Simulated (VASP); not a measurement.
# Ta in VASP: further runs, part 2 of 3

VASP 6.6.1.

## (3) Electric field gradients, PBE

This run uses another cell than the first one, of 18.01 Å³/atom, 0.990 times its volume.

INCAR reads:

```
ALGO = Normal
EDIFF = 1E-8
ENCUT = 520
GGA = PE
ISIF = 2
ISMEAR = -1
LASPH = T
LCHARG = F
LEFG = T
LREAL = F
LWAVE = F
NBANDS = 12
NELM = 100
PREC = Accurate
SIGMA = 0.08
```

KPOINTS reads:

```
k-points
0
Gamma
  17 17 17
```

POSCAR reads:

```
Ta
1.0
   -1.6512800000      1.6512800000      1.6512800000
    1.6512800000     -1.6512800000      1.6512800000
    1.6512800000      1.6512800000     -1.6512800000
Ta
1
Direct
    0.0000000000      0.0000000000      0.0000000000
```

Potentials or basis: VASP PAW PBE potentials, release 64 (Ta_pv).

Started as:

```
$ cat potpaw_PBE.64/Ta_pv/POTCAR > POTCAR
$ mpirun -np 1 vasp_std > vasp.out
```

OUTCAR:

```text
EDIFF = 1E-8
   ENCUT = 520
   GGA = PE
   ISIF = 2
   ISMEAR = -1
   LASPH = T
   LREAL = F
   NELM = 100
   PREC = Accurate

 ion  position               nearest neighbor table
   1  0.000  0.000  0.000-

  LATTYP: Found a body centered cubic cell.
 ALAT       =     3.3025600000

  Lattice vectors:

 A1 = (  -1.6512800000,   1.6512800000,   1.6512800000)
 A2 = (   1.6512800000,  -1.6512800000,   1.6512800000)
 A3 = (   1.6512800000,   1.6512800000,  -1.6512800000)

Analysis of symmetry for initial positions (statically):
=====================================================================
 Subroutine PRICEL returns:
 Original cell was already a primitive cell.

 Routine SETGRP: Setting up the symmetry group for a
 body centered cubic supercell.

 Subroutine GETGRP returns: Found 48 space group operations
[... 9 lines left out ...]

 Routine SETGRP: Setting up the symmetry group for a
 body centered cubic supercell.

 Subroutine GETGRP returns: Found 48 space group operations
[... 11 lines left out ...]
                                     Primitive cell

  volume of cell :      18.0104

  direct lattice vectors                    reciprocal lattice vectors
    -1.651280000  1.651280000  1.651280000     0.000000000  0.302795407  0.302795407
     1.651280000 -1.651280000  1.651280000     0.302795407  0.000000000  0.302795407
     1.651280000  1.651280000 -1.651280000     0.302795407  0.302795407  0.000000000

  length of vectors
     2.860100858  2.860100858  2.860100858     0.428217371  0.428217371  0.428217371

  position of ions in fractional coordinates (direct lattice)
     0.000000000  0.000000000  0.000000000

  ion indices of the primitive-cell ions
   primitive index   ion index
                 1           1

----------------------------------------------------------------------------------------

 KPOINTS: k-points

Automatic generation of k-mesh.
 Grid dimensions read from file:
 generate k-points for:   17   17   17

 Generating k-lattice:

  Cartesian coordinates                     Fractional coordinates (reciprocal lattice)
     0.000000000  0.017811495  0.017811495     0.058823529  0.000000000  0.000000000
     0.017811495  0.000000000  0.017811495     0.000000000  0.058823529  0.000000000
     0.017811495  0.017811495  0.000000000     0.000000000  0.000000000  0.058823529

  Length of vectors
     0.025189257  0.025189257  0.025189257

  Shift w.r.t. Gamma in fractional coordinates (k-lattice)
     0.000000000  0.000000000  0.000000000

 Subroutine IBZKPT returns following result:
 ===========================================

 Found    165 irreducible k-points:

 Following reciprocal coordinates:
            Coordinates               Weight
[... 42 lines left out ...]
   NELM   =    100;   NELMIN=  2; NELMDL= -5     # of ELM steps
   EDIFF  = 0.1E-07   stopping-criterion for ELM
   LREAL  =      F    real-space projection
   EDIFFG = 0.1E-06   stopping-criterion for IOM
   NSW    =      0    number of steps for IOM
   IBRION =     -1    ionic relax: 0-MD 1-quasi-New 2-CG
   NFREE  =      0    steps in history (QN), initial steepest desc. (CG)
   ISIF   =      2    stress and relaxation
   ISYM   =      2    0-nonsym 1-usesym 2-fastsym
   POTIM  = 0.5000    time-step for ionic-motion
   TEBEG  =    0.0;   TEEND  =   0.0 temperature during run
   PSTRESS=    0.0 pullay stress
   NELECT =      11.0000    total number of electrons
   NUPDOWN=      -1.0000    fix difference up-down
   EMIN   =  10.00;   EMAX   =-10.00  energy-range for DOS
   EFERMI =   0.00;   METHOD = LEGACY
   ISMEAR =    -1;   SIGMA  =   0.08  broadening in eV -4-tet -1-fermi 0-gaus
   EFERMI_NEDOS =   21; number of points for ismear=-14 and -15
   IALGO  =     38    algorithm
   IMIX   =      4    mixing-type and parameters
     AMIX     =   0.40;   BMIX     =  1.00
     AMIX_MAG =   1.60;   BMIX_MAG =  1.00
  volume/ion in A,a.u.               =      18.01       121.54
  Fermi-wavevector in a.u.,A,eV,Ry     =   1.388988  2.624806 26.249534  1.929286
  Thomas-Fermi vector in A             =   2.513061
   LORBIT       =      0    0 simple, 1 ext, 2 COOP (PROOUT), +10 PAW based schemes
   GGA     = PE    functional components
   LHFCALC =     F    Hartree Fock is set to
   AEXX    =    0.0000 exact exchange contribution
   IVDW    =     0    specifies the selected vdW correction
   LEPSILON=     F    determine dielectric tensor
   LRPA    =     F    only Hartree local field effects (RPA)
 non-spin polarized calculation
  energy-cutoff  :      520.00
  volume of cell :       18.01
 maximum number of plane-waves:       496
 NGX is ok and might be reduce to    24
   NGX = 11   NGY = 11   NGZ = 11

 number of electron      11.0000002 magnetization

 Free energy of the ion-electron system (eV)
  ---------------------------------------------------
  ext. energy  EPLUGINS =         0.00000000
  ---------------------------------------------------
  free energy    TOTEN  =       -11.82433465 eV

  energy without entropy =      -11.79682908  energy(sigma->0) =      -11.81058187

 E-fermi :   5.4919     XC(G=0): -12.6183

 val. band max:        5.4864194292   @ k =  -0.4706  -0.4706   0.1765
 cond. band min:       5.5113422416   @ k =  -0.2941   0.4118   0.1176
 fundamental gap:      0.0249228124
 Fermi energy:         5.4918817842

 k-point     1 :       0.0000    0.0000    0.0000
  band No.  band energies     occupation
      1     -27.5832      2.00000
      2     -27.5832      2.00000
      3     -27.5832      2.00000
      4      -2.4298      2.00000
      5       6.2224      0.00022
      6       6.2224      0.00022
      7       6.2224      0.00022
      8       9.4958      0.00000
      9       9.4958      0.00000
     10      20.1860      0.00000
     11      20.4979      0.00000
     12      20.4979      0.00000
[... 331 lines left out ...]
 k-point    24 :       0.1765    0.1765    0.0000
  band No.  band energies     occupation
      1     -28.3422      2.00000
      2     -27.8349      2.00000
      3     -27.6616      2.00000
      4       0.8300      2.00000
      5       4.6295      1.99996
      6       4.9011      1.99876
      7       8.5318      0.00000
      8      10.1803      0.00000
      9      10.3357      0.00000
     10      20.0648      0.00000
     11      20.2547      0.00000
     12      22.2417      0.00000

 [... further k-points ...]
[... 5 lines left out ...]
  --------------------------------------------------------------------------------------
  -------------------------------------------------------------------------------------
  Total        0.3646804      0.3646804      0.3646804     -0.0000000     -0.0000000      0.0000000
  in kB       32.4414953     32.4414953     32.4414953     -0.0000000     -0.0000000      0.0000000
  external PRESSURE =      32.4414953 kB  Pullay stress =       0.0000000 kB

 VOLUME and BASIS-vectors are now :
 -----------------------------------------------------------------------------
  energy-cutoff  :      520.00
  volume of cell :       18.01
      direct lattice vectors                 reciprocal lattice vectors
    -1.651280000  1.651280000  1.651280000     0.000000000  0.302795407  0.302795407
     1.651280000 -1.651280000  1.651280000     0.302795407  0.000000000  0.302795407
     1.651280000  1.651280000 -1.651280000     0.302795407  0.302795407  0.000000000

 POSITION                                       TOTAL-FORCE (eV/Angst)
 -----------------------------------------------------------------------------------
      0.00000      0.00000      0.00000         0.000000     -0.000000      0.000000
 -----------------------------------------------------------------------------------
    total drift:                               -0.000000      0.000000      0.000000

  FREE ENERGIE OF THE ION-ELECTRON SYSTEM (eV)
  ---------------------------------------------------
  free  energy   TOTEN  =       -11.8243346500 eV

  energy  without entropy=      -11.7968290810  energy(sigma->0) =      -11.81058187

 Electric field gradients (V/A^2)
---------------------------------------------------------------------
 ion       V_xx      V_yy      V_zz      V_xy      V_xz      V_yz
---------------------------------------------------------------------
   1      -0.000    -0.000    -0.000     0.000     0.000     0.000
---------------------------------------------------------------------

 Electric field gradients after diagonalization (V/A^2)
 (convention: |V_zz| > |V_xx| > |V_yy|)
----------------------------------------------------------------------
 ion       V_xx      V_yy      V_zz     asymmetry (V_yy - V_xx)/ V_zz
----------------------------------------------------------------------
   1      -0.000    -0.000     0.000       0.000
----------------------------------------------------------------------

           NMR quadrupolar parameters

 Cq : quadrupolar parameter    Cq=e*Q*V_zz/h
 eta: asymmetry parameters     (V_yy - V_xx)/ V_zz
 Q  : nuclear electric quadrupole moment in mb (millibarn)
----------------------------------------------------------------------
 ion       Cq(MHz)       eta       Q (mb)
----------------------------------------------------------------------
   1       0.000       0.000       1.000
----------------------------------------------------------------------
```

OSZICAR:

```text
N       E                     dE             d eps       ncg     rms          rms(c)
DAV:   1     0.605215584235E+02    0.60522E+02   -0.60436E+03  3976   0.872E+02
DAV:   2    -0.112532571732E+02   -0.71775E+02   -0.69904E+02  4432   0.244E+02
DAV:   3    -0.122811961096E+02   -0.10279E+01   -0.10166E+01  4740   0.273E+01
DAV:   4    -0.122839829945E+02   -0.27869E-02   -0.27866E-02  4348   0.157E+00
DAV:   5    -0.122839914805E+02   -0.84860E-05   -0.84856E-05  4768   0.842E-02    0.135E+01
DAV:   6    -0.119314972525E+02    0.35249E+00   -0.28385E-01  4660   0.576E+00    0.658E+00
DAV:   7    -0.118253003684E+02    0.10620E+00   -0.25686E-01  4552   0.509E+00    0.381E-01
DAV:   8    -0.118243772368E+02    0.92313E-03   -0.70234E-03  4300   0.726E-01    0.141E-01
DAV:   9    -0.118243415875E+02    0.35649E-04   -0.14992E-04  4576   0.132E-01    0.270E-02
DAV:  10    -0.118243347708E+02    0.68167E-05   -0.42238E-06  4400   0.218E-02    0.293E-03
DAV:  11    -0.118243347622E+02    0.86093E-08   -0.17819E-07  4436   0.463E-03    0.525E-04
DAV:  12    -0.118243346332E+02    0.12898E-06   -0.44141E-09  2928   0.796E-04    0.647E-05
DAV:  13    -0.118243346540E+02   -0.20760E-07   -0.26745E-10  2304   0.201E-04    0.139E-05
DAV:  14    -0.118243346500E+02    0.40041E-08   -0.70598E-11  2092   0.102E-04
   1 F= -.11824335E+02 E0= -.11810582E+02  d E =-.275056E-01
```

stdout:

```text
POSCAR found type information on POSCAR Ta
 POSCAR found :  1 types and       1 ions
 scaLAPACK will be used
 LDA part: xc-table for (Slater+PW92), standard interpolation
 POSCAR, INCAR and KPOINTS ok, starting setup
 FFT: planning ... GRIDC
 FFT: planning ... GRID_SOFT
 FFT: planning ... GRID
 WAVECAR not read
 entering main loop
ion   1
```

Run time: 39 s. Hardware: 1 thread of AMD EPYC 7R43 (Zen 3), shared host; peak memory 0.14 GiB.

What came out:

```yaml
Free_energy: -11.8243 eV
Pressure: 3.2 GPa
```

Levels at points of the mesh, in eV from the Fermi level:
```tsv
k point	band 3	band 4	band 5	band 6	band 7	band 8	band 9	band 10
(0.00, 0.00, 0.00)	-33.08	-7.92	0.73	0.73	0.73	4.00	4.00	14.69
```

Caveat: without QUAD_EFG the Cq values of the log hold for a quadrupole moment of 1 mb, not for the nuclei; spin-orbit coupling is left out, which moves the levels of the heavy elements.

(Continued in part 3 of 3.)
